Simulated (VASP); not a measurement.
A run of VASP 6.6.1 is set up as follows.

File INCAR:

```
  PREC = Accurate
  ENCUT = 520
  EDIFF = 1E-6
  ISMEAR = 0
  SIGMA = 0.05
  LREAL = F
  LASPH = T
  NELM = 60
  ALGO = Normal
  ISIF = 2
  LWAVE = F
  LCHARG = F
  GGA = PS
  NBANDS = 26
```

Contents of KPOINTS:

```
Automatic mesh
0
Gamma
  8 8 8
```

File POSCAR:

```
AlN
1.0
   -3.1135599857      0.0000000000      0.0000000000
    0.0000000000      5.3928440876      0.0000000000
    1.5567799928     -2.6964220438     -4.9833504711
Al N
4 4
Direct
    0.9992449415      0.3325782749      0.9984898831
    0.4992449415      0.8325782749      0.9984898831
    0.2492449415      0.9159116082      0.4984898831
    0.7492449415      0.4159116082      0.4984898831
    0.8082550585      0.1415883918      0.6165101169
    0.3082550585      0.6415883918      0.6165101169
    0.0582550585      0.7249217251      0.1165101169
    0.5582550585      0.2249217251      0.1165101169
```

Potentials or basis: VASP PAW PBE potentials, release 64 (Al, N).

Launch:

```console
$ cat potpaw_PBE.64/Al/POTCAR potpaw_PBE.64/N/POTCAR > POTCAR
$ mpirun -np 1 vasp_std > vasp.out
```

(1) Estimate the band gap on the k mesh.

(2) Predict the pressure.

## Answers

(1) 4.11 eV.

(2) 0.0 GPa.

Caveat: the PAW data sets were made with another functional, which shifts forces and pressure a little.
